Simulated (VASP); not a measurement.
Set up this calculation in VASP 6.6.1, as the native input.

* Task: relaxation of cell and atoms
* Functional: PBE
* Potentials or basis: VASP PAW PBE potentials, release 64 (Os, Cl)
* Cutoff: 600 eV
* k mesh: 4 × 4 × 4
* Occupations: gaussian, width 0.1 eV
* Spin: collinear spin
* Starting moments: [0.16, 0.16, 0.16, 0.05] μB
* Dipole correction: no
* Further INCAR settings: ALGO = Normal; EDIFF = 1e-07; IBRION = 2; EDIFFG = -0.04; NSW = 90; ISIF = 3

The structure of Os3Cl lies in POSCAR:

```
Os3Cl
1.0
    4.0071596853      0.0000000000      0.0000000000
    0.0000000000      4.0071596853      0.0000000000
    0.0000000000      0.0000000000      4.0071596853
Os Cl
3 1
Direct
    0.0000000000      0.5000000000      0.5000000000
    0.5000000000      0.0000000000      0.5000000000
    0.5000000000      0.5000000000      0.0000000000
    0.0000000000      0.0000000000      0.0000000000
```

One way to write it, as run:

INCAR

```
SYSTEM = Os3Cl
ALGO     = Normal         ! electronic algorithm
EDIFF    = 1E-7           ! SCF threshold, eV
EDIFFG   = -0.04          ! ionic threshold
ENCUT    = 600            ! plane-wave cutoff, eV
GGA      = PE             ! functional
IBRION   = 2              ! ionic algorithm
ISIF     = 3              ! what is computed and relaxed
ISMEAR   = 0              ! smearing method
ISPIN    = 2              ! spin polarisation
LASPH    = .True.         ! aspherical terms in the spheres
LCHARG   = .False.        ! write CHGCAR
LMAXMIX  = 4              ! l up to which the mixer works
LORBIT   = 11             ! projections on sites
LREAL    = .False.        ! projectors in reciprocal space
LWAVE    = .False.        ! write WAVECAR
MAGMOM   = 0.16 0.16 0.16 0.05 ! initial moments
NELM     = 150            ! most SCF steps
NSW      = 90             ! ionic steps
PREC     = Accurate       ! precision mode
SIGMA    = 0.1            ! smearing width, eV
```

KPOINTS

```
k-points
0
Gamma
  4 4 4
  0 0 0
```

Potentials or basis: VASP PAW PBE potentials, release 64 (Os, Cl).

Run with:

```sh
$ cat potpaw_PBE.64/Os/POTCAR potpaw_PBE.64/Cl/POTCAR > POTCAR
$ mpirun -np 1 vasp_std > vasp.out
```

It gave:

| Item | Value |
| --- | --- |
| Relaxed volume | 14.94 Å³/atom |
| Relaxed cell | a = 3.910 Å, b = 3.910 Å, c = 3.910 Å, α = 90.00°, β = 90.00°, γ = 90.00° |
| Space group after relaxing (to 0.1 Å) | Pm-3m (No. 221) |
| Energy gained by relaxing | 56.2 meV/atom |
| Ionic steps | 4 |
| Pressure after relaxing | -0.2 GPa |
| Net moment | 0.00 μB per cell |
| Valence electrons inside the program's atomic spheres | Os 7.12; Cl 4.80 |

Caveat: the k points lie up to 0.40 Å⁻¹ apart in the final cell.

Run time: 100 s on 1 thread of Intel(R) Xeon(R) Platinum 8488C (Sapphire Rapids), on a shared host, peak memory 0.22 GiB.
